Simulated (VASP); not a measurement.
# Ir (P6_3/mmc) in VASP: a series of runs

Ir is run at these levels: PBE; tasks: single point, relaxation of cell and atoms.

Program: VASP 6.6.1. These are calculated values, not measurements. Logs are shortened: lines on timing, memory, paths and dates and some standing lists are left out, and cuts for length are marked.

### Step 1. The cell of the first run

Symmetry: P6_3/mmc, No. 194, hexagonal system. Conventional cell: a = 2.748 Å, b = 2.748 Å, c = 4.453 Å, α = 90.00°, β = 90.00°, γ = 120.00°. Within 3.6 Å of Ir (site symmetry -6m2) lie 12 Ir at 2.73 to 2.75 Å.

This isn't the form of Ir at room conditions, which is fcc.

### Step 2. Single point, PBE

INCAR

```
SYSTEM = Ir
ALGO = Normal
EDIFF = 1E-7
ENCUT = 520
GGA = PE
ISIF = 2
ISMEAR = 0
LASPH = .TRUE.
LCHARG = .FALSE.
LREAL = .FALSE.
LWAVE = .FALSE.
NBANDS = 16
NELM = 100
PREC = Accurate
SIGMA = 0.1
```

KPOINTS

```
k-points
0
G
  18 18 10
  0 0 0
```

POSCAR

```
Ir
1.0
    2.7480528853      0.0000000000      0.0000000000
   -1.3740264427      2.3798836096      0.0000000000
    0.0000000000      0.0000000000      4.4533999193
Ir
2
Direct
    0.0000000000      0.0000000000      0.0000000000
    0.3333333333      0.6666666667      0.5000000000
```

Potentials or basis: VASP PAW PBE potentials, release 64 (Ir).

Run with:

```sh
> cat potpaw_PBE.64/Ir/POTCAR > POTCAR
> mpirun -np 1 vasp_std > vasp.out
```

OUTCAR:

```text
SYSTEM = Ir
   EDIFF = 1E-7
   ENCUT = 520
   GGA = PE
   ISIF = 2
   ISMEAR = 0
   LASPH = .TRUE.
   LREAL = .FALSE.
   NELM = 100
   PREC = Accurate

 ion  position               nearest neighbor table
   1  0.000  0.000  0.000-   2 2.73   2 2.73   2 2.73   2 2.73   2 2.73   2 2.73
   2  0.333  0.667  0.500-   1 2.73   1 2.73   1 2.73   1 2.73   1 2.73   1 2.73

  LATTYP: Found a hexagonal cell.
 ALAT       =     2.7480528853
 C/A-ratio  =     1.6205655805

  Lattice vectors:

 A1 = (   2.7480528853,   0.0000000000,   0.0000000000)
 A2 = (  -1.3740264427,   2.3798836096,   0.0000000000)
 A3 = (   0.0000000000,   0.0000000000,   4.4533999193)

Analysis of symmetry for initial positions (statically):
=====================================================================
 Subroutine PRICEL returns:
 Original cell was already a primitive cell.

 Routine SETGRP: Setting up the symmetry group for a
 hexagonal supercell.

 Subroutine GETGRP returns: Found 24 space group operations
 (whereof 12 operations were pure point group operations)
 out of a pool of 24 trial point group operations.

The static configuration has the point symmetry D_3h.
 The point group associated with its full space group is D_6h.

Analysis of symmetry for dynamics (positions and initial velocities):
=====================================================================
 Subroutine PRICEL returns:
 Original cell was already a primitive cell.

 Routine SETGRP: Setting up the symmetry group for a
 hexagonal supercell.

 Subroutine GETGRP returns: Found 24 space group operations
 (whereof 12 operations were pure point group operations)
 out of a pool of 24 trial point group operations.

The dynamic configuration has the point symmetry D_3h.
 The point group associated with its full space group is D_6h.

 Subroutine INISYM returns: Found 24 space group operations
 (whereof 12 operations are pure point group operations),
 and found     1 'primitive' translations

----------------------------------------------------------------------------------------

                                     Primitive cell

  volume of cell :      29.1254

  direct lattice vectors                    reciprocal lattice vectors
     2.748052885  0.000000000  0.000000000     0.363894016  0.210094308  0.000000000
    -1.374026443  2.379883610  0.000000000     0.000000000  0.420188616  0.000000000
     0.000000000  0.000000000  4.453399919     0.000000000  0.000000000  0.224547541

  length of vectors
     2.748052885  2.748052885  4.453399919     0.420188616  0.420188616  0.224547541

  position of ions in fractional coordinates (direct lattice)
     0.000000000  0.000000000  0.000000000
     0.333333333  0.666666667  0.500000000

  ion indices of the primitive-cell ions
   primitive index   ion index
                 1           1
                 2           2

----------------------------------------------------------------------------------------

 KPOINTS: k-points

Automatic generation of k-mesh.
 Grid dimensions read from file:
 generate k-points for:   18   18   10

 Generating k-lattice:

  Cartesian coordinates                     Fractional coordinates (reciprocal lattice)
     0.020216334  0.011671906  0.000000000     0.055555556  0.000000000  0.000000000
     0.000000000  0.023343812  0.000000000     0.000000000  0.055555556  0.000000000
     0.000000000  0.000000000  0.022454754     0.000000000  0.000000000  0.100000000

  Length of vectors
     0.023343812  0.023343812  0.022454754

  Shift w.r.t. Gamma in fractional coordinates (k-lattice)
     0.000000000  0.000000000  0.000000000

 Subroutine IBZKPT returns following result:
 ===========================================

 Found    222 irreducible k-points:

 Following reciprocal coordinates:
            Coordinates               Weight
  0.000000  0.000000  0.000000      1.000000
  0.055556 -0.000000  0.000000      6.000000
  0.111111 -0.000000  0.000000      6.000000
  0.166667  0.000000  0.000000      6.000000
  0.222222  0.000000  0.000000      6.000000
  0.277778 -0.000000  0.000000      6.000000
[... 16 lines left out ...]
  0.333333  0.111111  0.000000     12.000000
  0.388889  0.111111  0.000000     12.000000
 [... further k-points ...]
   k-points           NKPTS =    222   k-points in BZ     NKDIM =    222   number of bands    NBANDS=     16
   number of dos      NEDOS =    301   number of ions     NIONS =      2
   total plane-waves  NPLWV =  14400
   dimension x,y,z NGX =    20 NGY =   20 NGZ =   36
   dimension x,y,z NGXF=    40 NGYF=   40 NGZF=   72
   ions per type =               2
   NGX,Y,Z   is equivalent  to a cutoff of  12.10, 12.10, 13.44 a.u.
   NGXF,Y,Z  is equivalent  to a cutoff of  24.20, 24.20, 26.88 a.u.
 SYSTEM =  Ir
   PREC   = accura    normal or accurate (medium, high low for compatibility)
   ISTART =      0    job   : 0-new  1-cont  2-samecut
   ICHARG =      2    charge: 1-file 2-atom 10-const
   ISPIN  =      1    spin polarized calculation?
   LNONCOLLINEAR =      F non collinear calculations
   LSORBIT =      F    spin-orbit coupling
   LASPH  =      T    aspherical Exc in radial PAW
   ENCUT  =  520.0 eV  38.22 Ry    6.18 a.u.   5.11  5.11  8.28*2*pi/ulx,y,z
   NELM   =    100;   NELMIN=  2; NELMDL= -5     # of ELM steps
   EDIFF  = 0.1E-06   stopping-criterion for ELM
   LREAL  =      F    real-space projection
   EDIFFG = 0.1E-05   stopping-criterion for IOM
   NSW    =      0    number of steps for IOM
   IBRION =     -1    ionic relax: 0-MD 1-quasi-New 2-CG
   NFREE  =      0    steps in history (QN), initial steepest desc. (CG)
   ISIF   =      2    stress and relaxation
   ISYM   =      2    0-nonsym 1-usesym 2-fastsym
   POTIM  = 0.5000    time-step for ionic-motion
   TEBEG  =    0.0;   TEEND  =   0.0 temperature during run
   PSTRESS=    0.0 pullay stress
   NELECT =      18.0000    total number of electrons
   NUPDOWN=      -1.0000    fix difference up-down
   EMIN   =  10.00;   EMAX   =-10.00  energy-range for DOS
   EFERMI =   0.00;   METHOD = LEGACY
   ISMEAR =     0;   SIGMA  =   0.10  broadening in eV -4-tet -1-fermi 0-gaus
   EFERMI_NEDOS =   21; number of points for ismear=-14 and -15
   IALGO  =     38    algorithm
   IMIX   =      4    mixing-type and parameters
     AMIX     =   0.40;   BMIX     =  1.00
     AMIX_MAG =   1.60;   BMIX_MAG =  1.00
  volume/ion in A,a.u.               =      14.56        98.27
  Fermi-wavevector in a.u.,A,eV,Ry     =   1.394467  2.635160 26.457039  1.944538
  Thomas-Fermi vector in A             =   2.518013
   LORBIT       =      0    0 simple, 1 ext, 2 COOP (PROOUT), +10 PAW based schemes
   GGA     = PE    functional components
   LHFCALC =     F    Hartree Fock is set to
   AEXX    =    0.0000 exact exchange contribution
   IVDW    =     0    specifies the selected vdW correction
   LEPSILON=     F    determine dielectric tensor
   LRPA    =     F    only Hartree local field effects (RPA)
 non-spin polarized calculation
 Gauss-broadening in eV      SIGMA  =   0.10
  energy-cutoff  :      520.00
  volume of cell :       29.13
 maximum number of plane-waves:       798
   NGX = 11   NGY = 11   NGZ = 17

 number of electron      17.9999999 magnetization

 Free energy of the ion-electron system (eV)
  ---------------------------------------------------
  ext. energy  EPLUGINS =         0.00000000
  ---------------------------------------------------
  free energy    TOTEN  =       -17.55868691 eV

  energy without entropy =      -17.54808614  energy(sigma->0) =      -17.55338653

 E-fermi :  10.0342     XC(G=0): -13.8158

 val. band max:       10.0300418348   @ k =   0.3889  -0.0000   0.0000
 cond. band min:      10.0448894567   @ k =   0.3333   0.0000   0.4000
 fundamental gap:      0.0148476219
 Fermi energy:        10.0342102702

 k-point     1 :       0.0000    0.0000    0.0000
  band No.  band energies     occupation
      1      -0.8996      2.00000
      2       2.1367      2.00000
      3       6.2459      2.00000
      4       6.3411      2.00000
      5       6.3411      2.00000
      6       6.9717      2.00000
[... 8 lines left out ...]
     15      26.4599      0.00000
     16      27.4584      0.00000

 k-point     2 :       0.0556   -0.0000    0.0000
  band No.  band energies     occupation
      1      -0.7819      2.00000
      2       2.2419      2.00000
      3       6.0185      2.00000
      4       6.4391      2.00000
      5       6.5438      2.00000
      6       6.9074      2.00000
[... 8 lines left out ...]
     15      26.6153      0.00000
     16      27.6410      0.00000

 k-point     3 :       0.1111   -0.0000    0.0000
  band No.  band energies     occupation
      1      -0.4377      2.00000
      2       2.5372      2.00000
      3       5.7050      2.00000
      4       6.6723      2.00000
      5       6.7287      2.00000
      6       6.8827      2.00000
[... 8 lines left out ...]
     15      27.0270      0.00000
     16      27.9612      0.00000

 k-point     4 :       0.1667    0.0000    0.0000
  band No.  band energies     occupation
      1       0.1039      2.00000
      2       2.9472      2.00000
      3       5.3986      2.00000
      4       6.2226      2.00000
      5       6.4502      2.00000
      6       7.1946      2.00000
[... 8 lines left out ...]
     15      27.2837      0.00000
     16      27.6192      0.00000

 k-point     5 :       0.2222    0.0000    0.0000
  band No.  band energies     occupation
      1       0.7862      2.00000
      2       3.2924      2.00000
      3       5.2491      2.00000
      4       5.4068      2.00000
      5       6.2505      2.00000
      6       6.9036      2.00000
[... 8 lines left out ...]
     15      26.4887      0.00000
     16      26.5252      0.00000

 k-point     6 :       0.2778   -0.0000    0.0000
  band No.  band energies     occupation
      1       1.5122      2.00000
      2       3.3526      2.00000
      3       4.7030      2.00000
      4       5.3843      2.00000
      5       6.2418      2.00000
      6       6.6266      2.00000
[... 8 lines left out ...]
     15      25.0612      0.00000
     16      25.5355      0.00000

 k-point     7 :       0.3333    0.0000    0.0000
  band No.  band energies     occupation
      1       2.1391      2.00000
      2       3.1886      2.00000
      3       4.1381      2.00000
      4       5.6631      2.00000
      5       6.3890      2.00000
      6       6.5288      2.00000
[... 8 lines left out ...]
     15      23.6887      0.00000
     16      24.7459      0.00000

 k-point     8 :       0.3889   -0.0000    0.0000
  band No.  band energies     occupation
      1       2.5410      2.00000
      2       2.9892      2.00000
      3       3.7262      2.00000
      4       6.0471      2.00000
      5       6.2081      2.00000
      6       6.7398      2.00000
[... 8 lines left out ...]
     15      22.5130      0.00000
     16      24.0492      0.00000

 k-point     9 :       0.4444    0.0000    0.0000
  band No.  band energies     occupation
      1       2.7119      2.00000
      2       2.8575      2.00000
      3       3.4758      2.00000
      4       6.0954      2.00000
      5       6.4767      2.00000
      6       6.6354      2.00000
[... 8 lines left out ...]
     15      21.6872      0.00000
     16      21.9495      0.00000
[... 172 lines left out ...]
 k-point    19 :       0.1111    0.1111    0.0000
  band No.  band energies     occupation
      1       0.4197      2.00000
      2       3.2010      2.00000
      3       5.1626      2.00000
      4       5.9235      2.00000
      5       6.4110      2.00000
      6       6.7714      2.00000
[... 8 lines left out ...]
     15      25.8159      0.00000
     16      27.5891      0.00000

 k-point    20 :       0.1667    0.1111    0.0000
  band No.  band energies     occupation
      1       1.0916      2.00000
      2       3.5883      2.00000
      3       4.9104      2.00000
      4       5.2372      2.00000
      5       6.2741      2.00000
      6       6.4655      2.00000
[... 8 lines left out ...]
     15      24.5325      0.00000
     16      26.6223      0.00000

 k-point    21 :       0.2222    0.1111    0.0000
  band No.  band energies     occupation
      1       1.8224      2.00000
      2       3.6964      2.00000
      3       4.6171      2.00000
      4       4.9468      2.00000
      5       6.2317      2.00000
      6       6.2892      2.00000
[... 8 lines left out ...]
     15      23.3183      0.00000
     16      25.7723      0.00000

 k-point    22 :       0.2778    0.1111    0.0000
  band No.  band energies     occupation
      1       2.4714      2.00000
      2       3.5210      2.00000
      3       4.1076      2.00000
      4       5.2511      2.00000
      5       6.0717      2.00000
      6       6.5386      2.00000
[... 8 lines left out ...]
     15      22.0215      0.00000
     16      25.0802      0.00000

 k-point    23 :       0.3333    0.1111    0.0000
  band No.  band energies     occupation
      1       2.8938      2.00000
      2       3.3077      2.00000
      3       3.7312      2.00000
      4       5.6775      2.00000
      5       5.9835      2.00000
      6       6.7760      2.00000
[... 8 lines left out ...]
     15      20.8031      0.00000
     16      24.5593      0.00000

 k-point    24 :       0.3889    0.1111    0.0000
  band No.  band energies     occupation
      1       3.0729      2.00000
      2       3.1680      2.00000
      3       3.5009      2.00000
      4       5.9537      2.00000
      5       6.1124      2.00000
      6       6.5913      2.00000
[... 8 lines left out ...]
     15      20.3914      0.00000
     16      23.0867      0.00000

 [... further k-points ...]
[... 5 lines left out ...]
  --------------------------------------------------------------------------------------
  -------------------------------------------------------------------------------------
  Total        0.0882606      0.0882606      0.0878399     -0.0000000      0.0000000      0.0000000
  in kB        4.8551743      4.8551743      4.8320339     -0.0000000      0.0000000      0.0000000
  external PRESSURE =       4.8474608 kB  Pullay stress =       0.0000000 kB

 VOLUME and BASIS-vectors are now :
 -----------------------------------------------------------------------------
  energy-cutoff  :      520.00
  volume of cell :       29.13
      direct lattice vectors                 reciprocal lattice vectors
     2.748052885  0.000000000  0.000000000     0.363894016  0.210094308  0.000000000
    -1.374026443  2.379883610  0.000000000     0.000000000  0.420188616  0.000000000
     0.000000000  0.000000000  4.453399919     0.000000000  0.000000000  0.224547541

 POSITION                                       TOTAL-FORCE (eV/Angst)
 -----------------------------------------------------------------------------------
      0.00000      0.00000      0.00000         0.000000     -0.000000      0.000000
     -0.00000      1.58659      2.22670        -0.000000      0.000000      0.000000
 -----------------------------------------------------------------------------------
    total drift:                                0.000000     -0.000000     -0.000000

  FREE ENERGIE OF THE ION-ELECTRON SYSTEM (eV)
  ---------------------------------------------------
  free  energy   TOTEN  =       -17.5586869098 eV

  energy  without entropy=      -17.5480861440  energy(sigma->0) =      -17.55338653
```

Wall time 48 s (1 thread of Intel Xeon Platinum 8488C (Sapphire Rapids), shared host); peak memory 0.21 GiB.

What came out:

```
Free energy            : -17.5587 eV
Pressure               : 0.5 GPa
Band gap on the k mesh : zero (bands 9 and 10 overlap by 3.18 eV)
```

Caveat: spin-orbit coupling is left out, which moves the levels of the heavy elements.

(Part 1 of 3 ends here.)
